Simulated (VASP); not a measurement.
Runs of VASP 6.6.1 on ScF3. The structure is that of space group Pm-3m (No. 221), or close to it. The cells are those of the table. 

| cell | gap on the mesh (eV) | pressure (GPa) |
| --- | --- | --- |
| a = 3.691, b = 3.691, c = 3.852 Å, 4 atoms | 7.08 | (b) |
| a = 3.691 Å, 4 atoms | 7.37 | 40.3 |
| a = 4.173 Å, 4 atoms | (a) | (c) |
| a = 4.012, b = 4.012, c = 3.852 Å, 4 atoms | 6.25 | 2.5 |
| a = 3.852, b = 3.852, c = 3.691 Å, 4 atoms | 6.85 | 21.5 |
| a = 4.173, b = 4.173, c = 4.333 Å, 4 atoms | 5.27 | -12.5 |
| a = 3.852, b = 3.852, c = 4.012 Å, 4 atoms | 6.49 | 7.6 |
| a = 3.852 Å, 4 atoms | 6.79 | 13.3 |
| a = 4.012, b = 4.012, c = 4.173 Å, 4 atoms | 5.88 | -5.5 |
| a = 4.333, b = 4.333, c = 4.173 Å, 4 atoms | 5.04 | -14.0 |
| a = 4.173, b = 4.173, c = 4.012 Å, 4 atoms | 5.64 | -8.3 |
| a = 4.333 Å, 4 atoms | 4.98 | -15.4 |

Alike in all rows: task single point; level LDA; potentials or basis VASP PAW LDA potentials, release 64 (Sc_sv, F); no spin polarisation; k mesh 6 × 6 × 6; cutoff (eV) 520; smearing gaussian 0.05 eV.

**Question.** Estimate the missing entries.

**Answer.** (a) 5.58; (b) 30.5; (c) -11.0.

A k mesh can miss the band edges.
